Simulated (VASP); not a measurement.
The system is Mn.

```
CELL_PARAMETERS angstrom
-1.43214 1.43214 1.43214
1.43214 -1.43214 1.43214
1.43214 1.43214 -1.43214
ATOMIC_POSITIONS crystal
Mn 0.00000 0.00000 0.00000
```

This isn't the form of Mn at room conditions, which is a 58-atom cubic cell.

| Property | Result |
| --- | --- |
| Program | VASP 6.6.1 |
| Task | relaxation of cell and atoms |
| Functional | revPBE |
| Potentials or basis | VASP PAW PBE potentials, release 64 (Mn_pv) |
| Cutoff | 600 eV |
| k mesh | 15 × 15 × 15 |
| Occupations | fermi-dirac, width 0.1 eV |
| Spin | no spin polarisation |

At the start: pressure -15.5 GPa; volume 11.75 Å³/atom.

Task: How do energy, volume and symmetry change on relaxing?

Result: Over 4 steps the energy falls by 40.7 meV/atom and the volume is 10.97 Å³/atom (-6.7 %); space group Im-3m (No. 229, to 0.1 Å) before and after.

The path:
```
step  energy change (eV)  largest force (eV/Å)  pressure (GPa)  volume (Å³)
   1              0.0000                0.0000          -15.52        11.75
   2              0.0573                0.0000           33.01         9.92
   3             -0.0407                0.0000           -0.46        10.98
   4             -0.0407                0.0000           -0.06        10.97
```

Final structure:
```
Mn
1.0
    -1.39956    1.39956    1.39956
     1.39956   -1.39956    1.39956
     1.39956    1.39956   -1.39956
Mn
1
Direct
  0.00000 0.00000 0.00000
```

Caveat: the PAW data sets were made with another functional, which shifts forces and pressure a little; the run has no spin polarisation, though such a crystal can be magnetic.
